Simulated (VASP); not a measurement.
# MnPt2 (P-3m1) in VASP: notebook

Aim: see how the results for MnPt2 move with the level of theory and the settings. Levels: r2SCAN, PBEsol, PBEsol-based global hybrid with 25 % exact exchange. Tasks: single point.

Program: VASP 6.6.1. These are calculated values, not measurements. Logs are shortened: lines on timing, memory, paths and dates and some standing lists are left out, and cuts for length are marked.

## Step 1: The cell of the first run

It takes space group P-3m1 (No. 164, trigonal). The conventional cell has a = 2.800 Å, b = 2.800 Å, c = 6.399 Å, α = 90.00°, β = 90.00°, γ = 120.00°. Pt (site symmetry 3m) has 3 Mn at 2.59 Å and 9 Pt at 2.80 to 2.85 Å within 3.4 Å. Within 3.4 Å of Mn (site symmetry -3m) lie 6 Pt at 2.59 Å and 6 Mn at 2.80 Å.

## Step 2: Single point, r2SCAN, collinear spin, ferromagnetic start

Input file POSCAR:

```
MnPt2
1.0
    2.8000532941      0.0000000000      0.0000000000
   -1.4000266470      2.4249172847      0.0000000000
    0.0000000000      0.0000000000      6.3991501735
Pt Mn
2 1
Direct
    0.6666666667      0.3333333333      0.3162060000
    0.3333333333      0.6666666667      0.6837940000
    0.0000000000      0.0000000000      0.0000000000
```

Input file INCAR.step1:

```
  PREC = Accurate
  ENCUT = 520
  ISMEAR = -1
  SIGMA = 0.05
  LREAL = False
  LASPH = True
  NELM = 150
  ISPIN = 2
  MAGMOM = 0 0 4
  LMAXMIX = 4
  NBANDS = 28
  GGA = PE
  ALGO = Normal
  EDIFF = 1E-4
  LWAVE = True
  LCHARG = False
```

Input file INCAR.step2:

```
  PREC = Accurate
  ENCUT = 520
  EDIFF = 1E-6
  ISMEAR = -1
  SIGMA = 0.05
  LREAL = False
  LASPH = True
  NELM = 150
  ALGO = Normal
  ISIF = 2
  LWAVE = False
  LCHARG = False
  ISPIN = 2
  MAGMOM = 0 0 4
  LORBIT = 11
  LMAXMIX = 4
  METAGGA = R2SCAN
  LMIXTAU = True
  NBANDS = 28
  ISTART = 1
```

Input file KPOINTS:

```
Automatic mesh
0
Gamma
  11 11 4
```

Potentials or basis: VASP PAW PBE potentials, release 64 (Pt, Mn_pv).

The run is started by

```
cat potpaw_PBE.64/Pt/POTCAR potpaw_PBE.64/Mn_pv/POTCAR > POTCAR
cp INCAR.step1 INCAR
mpirun -np 1 vasp_std > vasp.out
cp INCAR.step2 INCAR
mpirun -np 1 vasp_std > vasp.out
```

OUTCAR:

```text
PREC = Accurate
   ENCUT = 520
   EDIFF = 1E-6
   ISMEAR = -1
   LREAL = False
   LASPH = True
   NELM = 150
   ISIF = 2
   ISPIN = 2
   LORBIT = 11
   METAGGA = R2SCAN
   ISTART = 1

 ion  position               nearest neighbor table
   1  0.667  0.333  0.316-   3 2.59   3 2.59   3 2.59   2 2.85   2 2.85   2 2.85
   2  0.333  0.667  0.684-   3 2.59   3 2.59   3 2.59   1 2.85   1 2.85   1 2.85
   3  0.000  0.000  0.000-   1 2.59   2 2.59   1 2.59   2 2.59   1 2.59   2 2.59

  LATTYP: Found a hexagonal cell.
 ALAT       =     2.8000532941
 C/A-ratio  =     2.2853672775

  Lattice vectors:

 A1 = (   2.8000532941,   0.0000000000,   0.0000000000)
 A2 = (  -1.4000266470,   2.4249172847,   0.0000000000)
 A3 = (   0.0000000000,   0.0000000000,   6.3991501735)

Analysis of symmetry for initial positions (statically):
=====================================================================
 Subroutine PRICEL returns:
 Original cell was already a primitive cell.

 Routine SETGRP: Setting up the symmetry group for a
 hexagonal supercell.

 Subroutine GETGRP returns: Found 12 space group operations
 (whereof 12 operations were pure point group operations)
 out of a pool of 24 trial point group operations.

The static configuration has the point symmetry D_3d.

Analysis of symmetry for dynamics (positions and initial velocities):
=====================================================================
 Subroutine PRICEL returns:
 Original cell was already a primitive cell.

 Routine SETGRP: Setting up the symmetry group for a
 hexagonal supercell.

 Subroutine GETGRP returns: Found 12 space group operations
 (whereof 12 operations were pure point group operations)
 out of a pool of 24 trial point group operations.

The dynamic configuration has the point symmetry D_3d.

Analysis of structural, dynamic, and magnetic symmetry:
=====================================================================
 Subroutine PRICEL returns:
 Original cell was already a primitive cell.

 Routine SETGRP: Setting up the symmetry group for a
 hexagonal supercell.

 Subroutine GETGRP returns: Found 12 space group operations
 (whereof 12 operations were pure point group operations)
 out of a pool of 24 trial point group operations.

The overall configuration has the point symmetry D_3d.

 Subroutine INISYM returns: Found 12 space group operations
[... 120 lines left out ...]
  volume/ion in A,a.u.               =      14.48        97.74
  Fermi-wavevector in a.u.,A,eV,Ry     =   1.493657  2.822603 30.354763  2.231012
  Thomas-Fermi vector in A             =   2.606030
   LORBIT       =     11    0 simple, 1 ext, 2 COOP (PROOUT), +10 PAW based schemes
   METAGGA = R2SCAN    functional components
   LHFCALC =     F    Hartree Fock is set to
   AEXX    =    0.0000 exact exchange contribution
   IVDW    =     0    specifies the selected vdW correction
   LEPSILON=     F    determine dielectric tensor
   LRPA    =     F    only Hartree local field effects (RPA)
 spin polarized calculation
  energy-cutoff  :      520.00
  volume of cell :       43.45
 maximum number of plane-waves:      1185
 NGX is ok and might be reduce to    24
   NGX = 11   NGY = 11   NGZ = 23

 number of electron      32.9999999 magnetization       4.7785897

 Free energy of the ion-electron system (eV)
  ---------------------------------------------------
  ext. energy  EPLUGINS =         0.00000000
  ---------------------------------------------------
  free energy    TOTEN  =      -119.01321035 eV

  energy without entropy =     -119.00524254  energy(sigma->0) =     -119.00922644

 E-fermi :  10.5276     XC(G=0): -14.3098

 val. band max:       10.5191936328   @ k =   0.0000   0.4545   0.2500
 cond. band min:      10.5324462331   @ k =   0.4545   0.0000   0.2500
 fundamental gap:      0.0132526003
 Fermi energy:        10.5276400043

 spin component 1

 k-point     1 :       0.0000    0.0000    0.0000
  band No.  band energies     occupation
      1     -41.8669      1.00000
      2     -41.8669      1.00000
      3     -41.8644      1.00000
      4       0.2458      1.00000
      5       2.6445      1.00000
      6       3.7845      1.00000
[... 733 lines left out ...]
     27      25.5078      0.00000
     28      26.9461      0.00000

 [... further k-points ...]

 spin component 2

 k-point     1 :       0.0000    0.0000    0.0000
  band No.  band energies     occupation
      1     -36.3382      1.00000
      2     -36.2544      1.00000
      3     -36.2542      1.00000
      4       0.3665      1.00000
      5       2.7617      1.00000
      6       4.7573      1.00000
[... 733 lines left out ...]
     27      26.3499      0.00000
     28      27.2989      0.00000

 [... further k-points ...]

------------------------ aborting loop because EDIFF is reached ----------------------------------------

  FORCE on cell =-STRESS in cart. coord.  units (eV):
  Direction    XX          YY          ZZ          XY          YZ          ZX
  --------------------------------------------------------------------------------------
  -------------------------------------------------------------------------------------
  Total        2.9844598      2.9844598      3.9898643      0.0000000      0.0000000      0.0000000
  in kB      110.0501882    110.0501882    147.1238839      0.0000000      0.0000000      0.0000000
  external PRESSURE =     122.4080868 kB  Pullay stress =       0.0000000 kB

 VOLUME and BASIS-vectors are now :
 -----------------------------------------------------------------------------
  energy-cutoff  :      520.00
  volume of cell :       43.45
      direct lattice vectors                 reciprocal lattice vectors
     2.800053294  0.000000000  0.000000000     0.357136060  0.206192600  0.000000000
    -1.400026647  2.424917285  0.000000000     0.000000000  0.412385200  0.000000000
     0.000000000  0.000000000  6.399150173     0.000000000  0.000000000  0.156270750

 POSITION                                       TOTAL-FORCE (eV/Angst)
 -----------------------------------------------------------------------------------
      1.40003      0.80831      2.02345         0.000000      0.000000      0.202523
     -0.00000      1.61661      4.37570        -0.000000     -0.000000     -0.202523
      0.00000      0.00000      0.00000        -0.000000      0.000000      0.000000
 -----------------------------------------------------------------------------------
    total drift:                               -0.000000     -0.000000     -0.000000

  FREE ENERGIE OF THE ION-ELECTRON SYSTEM (eV)
  ---------------------------------------------------
  free  energy   TOTEN  =      -119.0132103462 eV

  energy  without entropy=     -119.0052425355  energy(sigma->0) =     -119.00922644

 total charge

# of ion       s       p       d       tot
------------------------------------------
    1        0.683   0.595   8.114   9.392
    2        0.683   0.595   8.114   9.392
    3        0.362   6.300   4.976  11.638
--------------------------------------------------
tot          1.728   7.491  21.203  30.422

 magnetization (x)

# of ion       s       p       d       tot
------------------------------------------
    1       -0.023  -0.017   0.362   0.322
    2       -0.023  -0.017   0.362   0.322
    3        0.019   0.027   3.933   3.979
--------------------------------------------------
tot         -0.027  -0.007   4.657   4.623
```

OUTCAR.step1:

```text
PREC = Accurate
   ENCUT = 520
   ISMEAR = -1
   LREAL = False
   LASPH = True
   NELM = 150
[... 1733 lines left out ...]
      1.40003      0.80831      2.02345         0.000000     -0.000000      0.159140
     -0.00000      1.61661      4.37570        -0.000000      0.000000     -0.159140
      0.00000      0.00000      0.00000         0.000000      0.000000      0.000000
 -----------------------------------------------------------------------------------
    total drift:                                0.000000     -0.000000     -0.000000

  FREE ENERGIE OF THE ION-ELECTRON SYSTEM (eV)
  ---------------------------------------------------
  free  energy   TOTEN  =       -21.7066774879 eV

  energy  without entropy=      -21.6812075364  energy(sigma->0) =      -21.69394251
```

Wall time 3.4 min (1 thread of Intel Xeon 6975P-C (Granite Rapids), shared host); peak memory 0.28 GiB.

Results:

```
Free energy                                           : -119.0132 eV
Pressure                                              : 12.2 GPa
Largest force                                         : 0.203 eV/Å
Net moment                                            : 4.78 μB per cell
Site moments                                          : Pt +0.32; Mn +3.98 μB
Valence electrons inside the program's atomic spheres : Pt 9.39; Mn 11.64
```

Forces in eV/Å, atoms in the order of the input:
```
Pt   0.000  0.000  0.203
Pt   0.000  0.000 -0.203
Mn   0.000  0.000  0.000
```

Levels at points of the mesh, in eV from the Fermi level:
Spin up:
```
           k point  band 16  band 17  band 18  band 19  band 20  band 21  band 22  band 23
(0.00, 0.00, 0.00)    -2.19    -2.19    -1.34    -1.34    -1.28    -1.28    10.88    11.90
(0.00, 0.00, 0.50)    -2.45    -2.15    -2.15    -0.43    -0.43     0.17     6.61    14.95
```
Spin down:
```csv
k point,band 13,band 14,band 15,band 16,band 17,band 18
"(0.00, 0.00, 0.00)",-2.20,-2.20,-1.14,-1.14,1.24,1.97
"(0.00, 0.00, 0.50)",-1.90,-1.66,-1.66,0.22,0.77,2.04
```

Caveat: the cell stands under pressure; the PAW data sets were made with another functional, which shifts forces and pressure a little; spin-orbit coupling is left out, which moves the levels of the heavy elements.

## Step 3: Single point, r2SCAN, collinear spin, ferromagnetic start

This run uses another cell than the first one, of 14.79 Å³/atom.

Input file POSCAR:

```
MnPt2
1.0
    2.8197726289      0.0000000000      0.0000000000
   -1.4098863145      2.4419947296      0.0000000000
    0.0000000000      0.0000000000      6.4442160962
Pt Mn
2 1
Direct
    0.6666666667      0.3333333333      0.3162060000
    0.3333333333      0.6666666667      0.6837940000
    0.0000000000      0.0000000000      0.0000000000
```

Input file INCAR.step1:

```
ALGO = Normal
EDIFF = 1E-4
ENCUT = 520
GGA = PE
ISMEAR = -1
ISPIN = 2
LASPH = T
LCHARG = F
LMAXMIX = 4
LREAL = F
LWAVE = T
MAGMOM = 0 0 4
NBANDS = 28
NELM = 150
PREC = Accurate
SIGMA = 0.05
```

Input file INCAR.step2:

```
ALGO = Normal
EDIFF = 1E-6
ENCUT = 520
ISIF = 2
ISMEAR = -1
ISPIN = 2
ISTART = 1
LASPH = T
LCHARG = F
LMAXMIX = 4
LMIXTAU = T
LORBIT = 11
LREAL = F
LWAVE = F
MAGMOM = 0 0 4
METAGGA = R2SCAN
NBANDS = 28
NELM = 150
PREC = Accurate
SIGMA = 0.05
```

Input file KPOINTS:

```
k-points
0
Gamma
  11 11 4
```

Potentials or basis: VASP PAW PBE potentials, release 64 (Pt, Mn_pv).

The run is started by

```
cat potpaw_PBE.64/Pt/POTCAR potpaw_PBE.64/Mn_pv/POTCAR > POTCAR
cp INCAR.step1 INCAR
mpirun -np 1 vasp_std > vasp.out
cp INCAR.step2 INCAR
mpirun -np 1 vasp_std > vasp.out
```

Run time: 3.8 min. Hardware: 1 thread of Intel Xeon 6975P-C (Granite Rapids), shared host; peak memory 0.27 GiB.

Results (log left out):

| Item | Value |
| --- | --- |
| Free energy | -119.0687 eV |
| Pressure | 7.0 GPa |
| Largest force | 0.153 eV/Å |
| Net moment | 4.79 μB per cell |
| Site moments | Pt +0.32; Mn +4.00 μB |
| Valence electrons inside the program's atomic spheres | Pt 9.34; Mn 11.60 |

Forces in eV/Å, atoms in the order of the input:
```
Pt   0.000  0.000  0.153
Pt   0.000  0.000 -0.153
Mn   0.000  0.000  0.000
```

Stress tensor (GPa, compression positive):
```
5.96 0.00 0.00
0.00 5.96 0.00
0.00 0.00 8.96
```

Levels at points of the mesh, in eV from the Fermi level:
Spin up:
| k point | band 16 | band 17 | band 18 | band 19 | band 20 | band 21 | band 22 | band 23 |
| --- | --- | --- | --- | --- | --- | --- | --- | --- |
| (0.00, 0.00, 0.00) | -2.19 | -2.19 | -1.31 | -1.31 | -1.29 | -1.29 | 10.72 | 11.71 |
| (0.00, 0.00, 0.50) | -2.44 | -2.09 | -2.09 | -0.46 | -0.46 | 0.20 | 6.42 | 14.97 |
Spin down:
| k point | band 12 | band 13 | band 14 | band 15 | band 16 | band 17 | band 18 | band 19 |
| --- | --- | --- | --- | --- | --- | --- | --- | --- |
| (0.00, 0.00, 0.00) | -2.88 | -2.13 | -2.13 | -1.11 | -1.11 | 1.29 | 1.99 | 1.99 |
| (0.00, 0.00, 0.50) | -1.84 | -1.84 | -1.61 | -1.61 | 0.25 | 0.82 | 2.06 | 2.06 |

Caveat: the cell stands under pressure; the PAW data sets were made with another functional, which shifts forces and pressure a little; spin-orbit coupling is left out, which moves the levels of the heavy elements.

## Step 4: Single point, PBEsol, collinear spin, ferromagnetic start (14.79 Å³/atom)

This run uses another cell than the first one, of 14.79 Å³/atom.

Input file INCAR:

```
  PREC = Accurate
  ENCUT = 520
  EDIFF = 1E-6
  ISMEAR = -1
  SIGMA = 0.05
  LREAL = False
  LASPH = True
  NELM = 150
  ALGO = Normal
  ISIF = 2
  LWAVE = False
  LCHARG = True
  ISPIN = 2
  MAGMOM = 0 0 4
  LORBIT = 11
  LMAXMIX = 4
  GGA = PS
  LELF = True
  LVHAR = True
  NBANDS = 28
```

Input file KPOINTS:

```
regular mesh
0
Gamma
  11 11 4
```

POSCAR is that of step 3.

The run is started by

```
cat potpaw_PBE.64/Pt/POTCAR potpaw_PBE.64/Mn_pv/POTCAR > POTCAR
mpirun -np 1 vasp_std > vasp.out
```

Wall time 2.4 min (1 thread of Intel Xeon Platinum 8259CL at 2.50GHz (Skylake/Cascade Lake), shared host); peak memory 0.26 GiB.

It converged, with:

```
Free energy                                           : -24.0222 eV
Pressure                                              : -2.4 GPa
Largest force                                         : 0.119 eV/Å
Net moment                                            : 4.31 μB per cell
Site moments                                          : Pt +0.27; Mn +3.59 μB
Valence electrons inside the program's atomic spheres : Pt 9.30; Mn 11.62
```

Forces in eV/Å, atoms in the order of the input:
```
Pt   0.000  0.000  0.119
Pt   0.000  0.000 -0.119
Mn   0.000  0.000  0.000
```

Stress tensor (GPa, compression positive):
```
-3.98  0.00  0.00
 0.00 -3.98  0.00
 0.00  0.00  0.74
```

Levels at points of the mesh, in eV from the Fermi level:
Spin up:
| k point | band 16 | band 17 | band 18 | band 19 | band 20 | band 21 | band 22 | band 23 |
| --- | --- | --- | --- | --- | --- | --- | --- | --- |
| (0.00, 0.00, 0.00) | -1.52 | -1.52 | -1.12 | -1.12 | -0.74 | -0.74 | 10.34 | 11.47 |
| (0.00, 0.00, 0.50) | -1.86 | -1.69 | -1.69 | -0.05 | -0.05 | 0.13 | 6.40 | 14.26 |
Spin down:
| k point | band 11 | band 12 | band 13 | band 14 | band 15 | band 16 | band 17 | band 18 | band 19 | band 20 |
| --- | --- | --- | --- | --- | --- | --- | --- | --- | --- | --- |
| (0.00, 0.00, 0.00) | -2.97 | -2.48 | -2.00 | -2.00 | -0.96 | -0.96 | 0.56 | 1.28 | 1.28 | 2.15 |
| (0.00, 0.00, 0.50) | -3.27 | -1.68 | -1.68 | -1.52 | -1.52 | 0.13 | 0.43 | 1.33 | 1.33 | 2.34 |

Caveat: the PAW data sets were made with another functional, which shifts forces and pressure a little; spin-orbit coupling is left out, which moves the levels of the heavy elements.

## Step 5: Single point, PBEsol-based global hybrid with 25 % exact exchange, collinear spin, ferromagnetic start

This run uses another cell than the first one, of 15.41 Å³/atom.

Input file POSCAR:

```
MnPt2
1.0
    2.8584044518      0.0000000000      0.0000000000
   -1.4292022259      2.4754508696      0.0000000000
    0.0000000000      0.0000000000      6.5325040000
Pt Mn
2 1
Direct
    0.6666666667      0.3333333333      0.3162060000
    0.3333333333      0.6666666667      0.6837940000
    0.0000000000      0.0000000000      0.0000000000
```

Input file INCAR.step1:

```
SYSTEM = MnPt2
  PREC = Accurate
  ENCUT = 400
  EDIFF = 1E-5
  ISMEAR = -1
  SIGMA = 0.05
  LREAL = .FALSE.
  LASPH = .TRUE.
  NELM = 200
  ALGO = Normal
  ISIF = 2
  LWAVE = .TRUE.
  LCHARG = .FALSE.
  ISPIN = 2
  MAGMOM = 0 0 4
  LORBIT = 11
  LMAXMIX = 4
  NBANDS = 28
  GGA = PE
  GGA_COMPAT = .FALSE.
  KPAR = 4
```

Input file INCAR.step2:

```
SYSTEM = MnPt2
  PREC = Accurate
  ENCUT = 400
  EDIFF = 1E-6
  ISMEAR = -1
  SIGMA = 0.05
  LREAL = .FALSE.
  LASPH = .TRUE.
  NELM = 200
  ALGO = Normal
  ISIF = 2
  LWAVE = .FALSE.
  LCHARG = .FALSE.
  ISPIN = 2
  MAGMOM = 0 0 4
  LORBIT = 11
  LMAXMIX = 4
  GGA = PS
  LHFCALC = .TRUE.
  AEXX = 0.25
  PRECFOCK = Normal
  NBANDS = 28
  ISTART = 1
  GGA_COMPAT = .FALSE.
  KPAR = 4
```

Input file KPOINTS:

```
regular mesh
0
G
  6 6 2
  0 0 0
```

The run is started by

```
cat potpaw_PBE.64/Pt/POTCAR potpaw_PBE.64/Mn_pv/POTCAR > POTCAR
cp INCAR.step1 INCAR
mpirun -np 4 vasp_std > vasp.out
cp INCAR.step2 INCAR
mpirun -np 4 vasp_std > vasp.out
```

Wall time 22 min (4 MPI ranks of Intel Xeon Platinum 8259CL at 2.50GHz (Skylake/Cascade Lake), shared host); peak memory 0.19 GiB.

Results (log left out):

| Quantity | Value |
| --- | --- |
| Free energy | -32.2297 eV |
| Pressure | -8.3 GPa |
| Largest force | 0.207 eV/Å |
| Net moment | 4.81 μB per cell |
| Site moments | Pt +0.23; Mn +4.19 μB |
| Valence electrons inside the program's atomic spheres | Pt 9.34; Mn 11.52 |

Forces in eV/Å, atoms in the order of the input:
```
Pt   0.000  0.000  0.207
Pt   0.000  0.000 -0.207
Mn   0.000  0.000  0.000
```

Stress tensor (GPa, compression positive):
```
-10.11   0.00   0.00
  0.00 -10.11   0.00
  0.00   0.00  -4.63
```

Levels at points of the mesh, in eV from the Fermi level:
Spin up:
```tsv
k point	band 15	band 16	band 17	band 18	band 19	band 20	band 21	band 22	band 23	band 24
(0.00, 0.00, 0.00)	-3.18	-3.18	-3.17	-1.99	-1.99	-1.63	-1.63	11.85	12.71	16.88
(0.50, 0.00, 0.00)	-1.49	-1.19	-0.56	0.31	2.06	2.63	2.87	6.99	7.42	10.18
(0.00, 0.00, 0.50)	-3.53	-3.53	-2.52	-2.52	-1.01	-1.01	0.93	7.52	16.07	16.70
(0.50, 0.00, 0.50)	-2.14	-1.48	-0.78	-0.50	-0.42	2.45	3.69	6.27	10.02	10.72
```
Spin down:
| k point | band 13 | band 14 | band 15 | band 16 | band 17 | band 18 |
| --- | --- | --- | --- | --- | --- | --- |
| (0.00, 0.00, 0.00) | -2.50 | -2.50 | -1.47 | -1.47 | 3.07 | 3.93 |
| (0.50, 0.00, 0.00) | 0.76 | 0.80 | 2.14 | 2.77 | 3.51 | 3.70 |
| (0.00, 0.00, 0.50) | -2.25 | -1.86 | -1.86 | 1.15 | 2.47 | 3.99 |
| (0.50, 0.00, 0.50) | -0.34 | 0.75 | 0.84 | 2.94 | 3.17 | 4.37 |

Caveat: the k points lie up to 0.48 Å⁻¹ apart; the PAW data sets were made with another functional, which shifts forces and pressure a little; spin-orbit coupling is left out, which moves the levels of the heavy elements.

## Step 6: The runs side by side

| level | cell | k mesh | cutoff (eV) | grid for exact exchange (PRECFOCK) | share of exact exchange | gap on the mesh (eV) | pressure (GPa) | moment (μB) | largest force (eV/Å) |
| --- | --- | --- | --- | --- | --- | --- | --- | --- | --- |
| r2SCAN | a = 2.800, b = 2.800, c = 6.399 Å, angles 90.0, 90.0, 120.0°, 3 atoms | 11 × 11 × 4 | 520 | - | - | none | 12.2 | 4.78 | 0.20 |
| r2SCAN | a = 2.820, b = 2.820, c = 6.444 Å, angles 90.0, 90.0, 120.0°, 3 atoms | 11 × 11 × 4 | 520 | - | - | none | 7.0 | 4.79 | 0.15 |
| PBEsol | a = 2.820, b = 2.820, c = 6.444 Å, angles 90.0, 90.0, 120.0°, 3 atoms | 11 × 11 × 4 | 520 | - | - | none | -2.4 | 4.31 | 0.12 |
| PBEsol-based global hybrid with 25 % exact exchange | a = 2.858, b = 2.858, c = 6.533 Å, angles 90.0, 90.0, 120.0°, 3 atoms | 6 × 6 × 2 | 400 | Normal | 0.25 | none | -8.3 | 4.81 | 0.21 |

Alike in all rows: task single point; potentials or basis VASP PAW PBE potentials, release 64 (Pt, Mn_pv); spin collinear, ferromagnetic start; smearing fermi-dirac 0.05 eV.

Caveats: some runs use coarse meshes; the PAW data sets were made with another functional, which shifts forces and pressure a little; spin-orbit coupling is left out, which moves the levels of the heavy elements; the cell stands under pressure (at least some runs).

Total energies depend on the potentials used, so only differences within one code and one set of settings carry meaning.
